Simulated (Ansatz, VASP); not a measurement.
# Two plane-wave programs on In3Sb2As

```
CELL_PARAMETERS angstrom
3.21917 -3.22165 0.00000
3.21917 3.22165 0.00000
0.00000 0.00000 8.30218
ATOMIC_POSITIONS crystal
In 0.22266 0.77734 0.49708
In 0.77734 0.22266 0.49708
In 0.00000 0.00000 0.85567
Sb 0.00000 0.50000 0.17824
Sb 0.50000 0.00000 0.17824
As 0.50000 0.50000 0.73643
```

Alike in both runs: functional PBE; k mesh 8 × 8 × 4; occupations gaussian, width 0.1 eV; no spin polarisation.

Ansatz relaxed the structure, and its values are those at the end. VASP's run is a single point on that final structure, the one shown.

|  | VASP | Ansatz |
| --- | --- | --- |
| version | VASP 6.6.1 | Ansatz 0.2.0 |
| potentials or method | VASP PAW PBE potentials, release 64 (In_d, Sb, As), cutoff 520 eV | scalar-relativistic, plane waves, PAW |
| valence electrons in the cell | 54 | 84 |

|  | VASP | Ansatz | Ansatz less VASP |
| --- | --- | --- | --- |
| gap on the k mesh at the Fermi level (eV) | none | none | - |
| pressure (GPa) | 0.0 | 0.0 | +0.01 |
| rms of the force components (eV/Å) | 0.004 | 0.003 | -0.0010 |

A gap of «none» marks a metal or a gap that the smearing closes. The functional is the same, so the differences come from potentials, cutoffs and numerics. VASP's potentials hold 54 valence electrons a cell and Ansatz's 84, so a difference there can come from the potentials and not from the codes.

Neither program's run includes spin-orbit coupling.
